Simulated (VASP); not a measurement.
Input of a VASP 6.6.1 run:

The input INCAR:

```
PREC = Accurate
ENCUT = 520
EDIFF = 1E-6
ISMEAR = -1
SIGMA = 0.1
LREAL = False
LASPH = True
NELM = 80
ALGO = Normal
ISIF = 2
LWAVE = False
LCHARG = False
GGA = RP
NBANDS = 28
```

File KPOINTS:

```
regular mesh
0
Gamma
  10 10 13
```

Contents of POSCAR:

```
Ru
1.0
    4.4015908823      0.0000000000      0.0000000000
   -2.2007954411      3.8118895211      0.0000000000
    0.0000000000      0.0000000000      2.7678726726
Ru
3
Direct
    1.0000000000      0.0000000000      0.0000000000
    0.3333333333      0.6666666667      0.5000000000
    0.6666666667      0.3333333333      0.5000000000
```

Potentials or basis: VASP PAW PBE potentials, release 64 (Ru_pv).

Launch:

```sh
$ cat potpaw_PBE.64/Ru_pv/POTCAR > POTCAR
$ mpirun -np 1 vasp_std > vasp.out
```

Problem. What does it give for the pressure?

Solution. -17.6 GPa.

Problem. Estimate the band gap on the k mesh.

Solution. Zero (bands 21 and 22 overlap by 1.97 eV).

Stress tensor (GPa, compression positive):
```
-18.49   0.00   0.00
  0.00 -18.49   0.00
  0.00   0.00 -15.87
```

Caveat: the cell stands under tension; the PAW data sets were made with another functional, which shifts forces and pressure a little.
